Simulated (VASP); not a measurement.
# SiC (Imm2) in VASP: a series of runs, part 2 of 2

VASP 6.6.1. Earlier steps stand in the parts before.

## (4) Single point, PBE (strain +0.1312 x Voigt [0, 0, 0, 1, 0, 0])

INCAR

```
SYSTEM = SiC
PREC     = Accurate       ! precision mode
ENCUT    = 520            ! plane-wave cutoff, eV
EDIFF    = 1E-7           ! SCF threshold, eV
ISMEAR   = 0              ! smearing method
SIGMA    = 0.05           ! smearing width, eV
LREAL    = .FALSE.        ! projectors in reciprocal space
LASPH    = .TRUE.         ! aspherical terms in the spheres
NELM     = 80             ! most SCF steps
ALGO     = Normal         ! electronic algorithm
ISIF     = 2              ! what is computed and relaxed
LWAVE    = .FALSE.        ! write WAVECAR
LCHARG   = .FALSE.        ! write CHGCAR
GGA      = PE             ! functional
NBANDS   = 11             ! bands
```

KPOINTS

```
Automatic mesh
0
G
  10 10 10
  0 0 0
```

POSCAR

```
SiC
1.0
    0.0000000000      2.3335191772      2.3335191772
    2.1898640927      0.1436550845      2.1898640927
    2.1898640927      2.1898640927      0.1436550845
Si C
1 1
Direct
    0.0000000000      0.0000000000      0.0000000000
    0.7500000000      0.7500000000      0.7500000000
```

Potentials or basis: VASP PAW PBE potentials, release 64 (Si, C).

Started as:

```bash
> cat potpaw_PBE.64/Si/POTCAR potpaw_PBE.64/C/POTCAR > POTCAR
> mpirun -np 1 vasp_std > vasp.out
```

OUTCAR:

```text
SYSTEM = SiC
   PREC = Accurate
   ENCUT = 520
   EDIFF = 1E-7
   ISMEAR = 0
   LREAL = .FALSE.
   LASPH = .TRUE.
   NELM = 80
   ISIF = 2
   GGA = PE

 ion  position               nearest neighbor table
   1  0.000  0.000  0.000-   2 1.81   2 1.81   2 1.98   2 1.98
   2  0.750  0.750  0.750-   1 1.81   1 1.81   1 1.98   1 1.98

  LATTYP: Found a body centered orthorhombic cell.
 ALAT       =     2.8937765308
 B/A-ratio  =     1.1404109589
 C/A-ratio  =     1.5134991036

  Lattice vectors:

 A1 = (  -2.1898640927,   2.1898640927,   0.1436550845)
 A2 = (  -2.1898640927,  -2.1898640927,  -0.1436550845)
 A3 = (   2.1898640927,   0.1436550845,   2.1898640927)

Analysis of symmetry for initial positions (statically):
=====================================================================
 Subroutine PRICEL returns:
 Original cell was already a primitive cell.

 Routine SETGRP: Setting up the symmetry group for a
 body centered orthorhombic supercell.

 Subroutine GETGRP returns: Found  4 space group operations
 (whereof  4 operations were pure point group operations)
 out of a pool of  8 trial point group operations.

The static configuration has the point symmetry C_2v.

Analysis of symmetry for dynamics (positions and initial velocities):
=====================================================================
 Subroutine PRICEL returns:
 Original cell was already a primitive cell.

 Routine SETGRP: Setting up the symmetry group for a
 body centered orthorhombic supercell.

 Subroutine GETGRP returns: Found  4 space group operations
 (whereof  4 operations were pure point group operations)
 out of a pool of  8 trial point group operations.

The dynamic configuration has the point symmetry C_2v.

 Subroutine INISYM returns: Found  4 space group operations
 (whereof  4 operations are pure point group operations),
[... 114 lines left out ...]
   IMIX   =      4    mixing-type and parameters
     AMIX     =   0.40;   BMIX     =  1.00
     AMIX_MAG =   1.60;   BMIX_MAG =  1.00
  volume/ion in A,a.u.               =      10.46        70.56
  Fermi-wavevector in a.u.,A,eV,Ry     =   1.188416  2.245781 19.215966  1.412334
  Thomas-Fermi vector in A             =   2.324546
   LORBIT       =      0    0 simple, 1 ext, 2 COOP (PROOUT), +10 PAW based schemes
   GGA     = PE    functional components
   LHFCALC =     F    Hartree Fock is set to
   AEXX    =    0.0000 exact exchange contribution
   IVDW    =     0    specifies the selected vdW correction
   LEPSILON=     F    determine dielectric tensor
   LRPA    =     F    only Hartree local field effects (RPA)
 non-spin polarized calculation
 Gauss-broadening in eV      SIGMA  =   0.05
  energy-cutoff  :      520.00
  volume of cell :       20.91
 maximum number of plane-waves:       572
 NGX is ok and might be reduce to    28
   NGX = 13   NGY = 11   NGZ = 11

 number of electron       8.0000000 magnetization

 Free energy of the ion-electron system (eV)
  ---------------------------------------------------
  ext. energy  EPLUGINS =         0.00000000
  ---------------------------------------------------
  free energy    TOTEN  =       -14.75842817 eV

  energy without entropy =      -14.75842817  energy(sigma->0) =      -14.75842817

 E-fermi :   8.6172     XC(G=0): -11.3055

 val. band max:        8.4179851560   @ k =   0.0000   0.0000   0.0000
 cond. band min:       8.8358048252   @ k =   0.0000   0.5000   0.5000
 fundamental gap:      0.4178196693
 Fermi energy:         8.6171517031

 k-point     1 :       0.0000    0.0000    0.0000
  band No.  band energies     occupation
      1      -7.3707      2.00000
      2       7.6500      2.00000
      3       7.8273      2.00000
      4       8.4180      2.00000
      5      12.5406      0.00000
      6      13.8227      0.00000
      7      16.8374      0.00000
      8      16.9252      0.00000
      9      22.3941      0.00000
     10      22.7376      0.00000
     11      24.2269      0.00000
[... 309 lines left out ...]
 k-point    24 :      -0.3000    0.2000   -0.0000
  band No.  band energies     occupation
      1      -4.4696      2.00000
      2       1.3229      2.00000
      3       4.6597      2.00000
      4       6.9281      2.00000
      5      13.6763      0.00000
      6      15.6214      0.00000
      7      17.0390      0.00000
      8      18.3972      0.00000
      9      20.8018      0.00000
     10      23.6066      0.00000
     11      27.4944      0.00000

 [... further k-points ...]
[... 5 lines left out ...]
  --------------------------------------------------------------------------------------
  -------------------------------------------------------------------------------------
  Total        0.3030993      0.7854927      0.7854927      0.0000000     -4.6094857      0.0000000
  in kB       23.2213279     60.1788930     60.1788930      0.0000000   -353.1461932      0.0000000
  external PRESSURE =      47.8597047 kB  Pullay stress =       0.0000000 kB

 VOLUME and BASIS-vectors are now :
 -----------------------------------------------------------------------------
  energy-cutoff  :      520.00
  volume of cell :       20.91
      direct lattice vectors                 reciprocal lattice vectors
     0.000000000  2.333519177  2.333519177    -0.228324672  0.214268648  0.214268648
     2.189864093  0.143655085  2.189864093     0.228324672 -0.244354315  0.244354315
     2.189864093  2.189864093  0.143655085     0.228324672  0.244354315 -0.244354315

 POSITION                                       TOTAL-FORCE (eV/Angst)
 -----------------------------------------------------------------------------------
      0.00000      0.00000      0.00000        -1.055000     -0.000000     -0.000000
      3.28480      3.50028      3.50028         1.055000      0.000000      0.000000
 -----------------------------------------------------------------------------------
    total drift:                               -0.000055     -0.000000     -0.000000

  FREE ENERGIE OF THE ION-ELECTRON SYSTEM (eV)
  ---------------------------------------------------
  free  energy   TOTEN  =       -14.7584281685 eV

  energy  without entropy=      -14.7584281685  energy(sigma->0) =      -14.75842817
```

stdout:

```text
POSCAR found type information on POSCAR SiC
 POSCAR found :  2 types and       2 ions
 scaLAPACK will be used
 LDA part: xc-table for (Slater+PW92), standard interpolation
 POSCAR, INCAR and KPOINTS ok, starting setup
 FFT: planning ... GRIDC
 FFT: planning ... GRID_SOFT
 FFT: planning ... GRID
 WAVECAR not read
 entering main loop
```

Run time: 19 s. Hardware: 1 thread of Intel Xeon Platinum 8488C (Sapphire Rapids), shared host; peak memory 0.16 GiB.

Results:

| Property | Result |
| --- | --- |
| Free energy | -14.7584 eV |
| Pressure | 4.8 GPa |
| Largest force | 1.055 eV/Å |
| Band gap on the k mesh | 0.42 eV, indirect (least direct gap 2.92 eV) |

Forces in eV/Å, atoms in the order of the input:
```
Si  -1.055  0.000  0.000
C    1.055  0.000  0.000
```

Levels at points of the mesh, in eV from the valence-band top:
```csv
k point,band 1,band 2,band 3,band 4,band 5,band 6,band 7,band 8,band 9
"(0.00, 0.00, 0.00)",-15.79,-0.77,-0.59,0.00,4.12,5.40,8.42,8.51,13.98
"(0.50, 0.00, 0.00)",-12.76,-9.00,-1.23,-0.94,5.26,7.03,8.18,9.79,14.77
"(0.00, 0.50, 0.00)",-11.75,-8.78,-1.85,-1.78,3.91,5.66,6.87,9.37,15.30
"(0.50, 0.50, 0.00)",-10.79,-8.15,-3.55,-3.54,0.94,3.87,12.13,13.19,15.02
"(0.00, 0.50, 0.50)",-10.97,-8.18,-4.53,-2.50,0.42,4.66,13.49,13.75,14.03
```

Caveat: the cell differs from its parent crystal (strain +0.1312 x Voigt [0, 0, 0, 1, 0, 0]); forces of over 1 eV/Å act on the atoms, so gaps and moduli don't describe the material at rest. A k mesh can miss the band edges.

## (5) Single point, PBE (strain +0.0937 x Voigt [0, 0, 0, 1, 0, 0])

INCAR

```
ALGO = Normal
EDIFF = 1E-7
ENCUT = 520
GGA = PE
ISIF = 2
ISMEAR = 0
LASPH = T
LCHARG = F
LREAL = F
LWAVE = F
NBANDS = 11
NELM = 60
PREC = Accurate
SIGMA = 0.05
```

KPOINTS

```
k-points
0
Gamma
  10 10 10
```

POSCAR

```
SiC
1.0
    0.0000000000      2.2924592254      2.2924592254
    2.1898640927      0.1025951327      2.1898640927
    2.1898640927      2.1898640927      0.1025951327
Si C
1 1
Direct
    0.0000000000      0.0000000000      0.0000000000
    0.7500000000      0.7500000000      0.7500000000
```

Started as:

```bash
> cat potpaw_PBE.64/Si/POTCAR potpaw_PBE.64/C/POTCAR > POTCAR
> mpirun -np 1 vasp_std > vasp.out
```

Run time: 15 s. Hardware: 1 thread of Intel Xeon Platinum 8488C (Sapphire Rapids), shared host; peak memory 0.15 GiB.

The run converged. Its results:

* Free energy: -14.9078 eV
* Pressure: 2.4 GPa
* Largest force: 0.731 eV/Å
* Band gap on the k mesh: 0.78 eV, indirect (least direct gap 3.48 eV)

Forces on the atoms (eV/Å):
```
Si  -0.731  0.000  0.000
C    0.731  0.000  0.000
```

Stress tensor (GPa, compression positive):
```
  1.14   0.00   0.00
  0.00   3.03 -24.98
  0.00 -24.98   3.03
```

Levels at points of the mesh, in eV from the valence-band top:
```
           k point  band 2  band 3  band 4  band 5  band 6  band 7
(0.00, 0.00, 0.00)   -0.53   -0.37    0.00    4.79    5.91    8.01
(0.50, 0.00, 0.00)   -8.82   -1.14   -0.98    5.44    6.95    7.86
(0.00, 0.50, 0.00)   -8.67   -1.60   -1.57    4.31    6.08    7.00
(0.50, 0.50, 0.00)   -8.02   -3.43   -3.42    1.08    4.00   12.72
(0.00, 0.50, 0.50)   -8.04   -4.13   -2.69    0.78    4.43   13.56
```

Caveat: the cell differs from its parent crystal (strain +0.0937 x Voigt [0, 0, 0, 1, 0, 0]).

## (6) The runs side by side

```csv
cell,gap on the mesh (eV),pressure (GPa),largest force (eV/Å)
"a = 2.865, b = 3.101, c = 3.101 Å, angles 64.9, 62.5, 62.5°, 2 atoms",0.22,6.3,1.23
"a = 3.271, b = 3.099, c = 3.099 Å, angles 56.3, 58.1, 58.1°, 2 atoms",0.61,3.5,0.89
"a = 3.300, b = 3.100, c = 3.100 Å, angles 55.6, 57.8, 57.8°, 2 atoms",0.42,4.8,1.05
"a = 3.242, b = 3.099, c = 3.099 Å, angles 56.9, 58.5, 58.5°, 2 atoms",0.78,2.4,0.73
```

Alike in all rows: task single point; level PBE; potentials or basis VASP PAW PBE potentials, release 64 (Si, C); no spin polarisation; k mesh 10 × 10 × 10; cutoff (eV) 520; smearing gaussian 0.05 eV.

Caveats: forces of over 1 eV/Å act on the atoms, so gaps and moduli don't describe the material at rest (some runs).

Absolute energies hang on the potentials; compare differences alone.
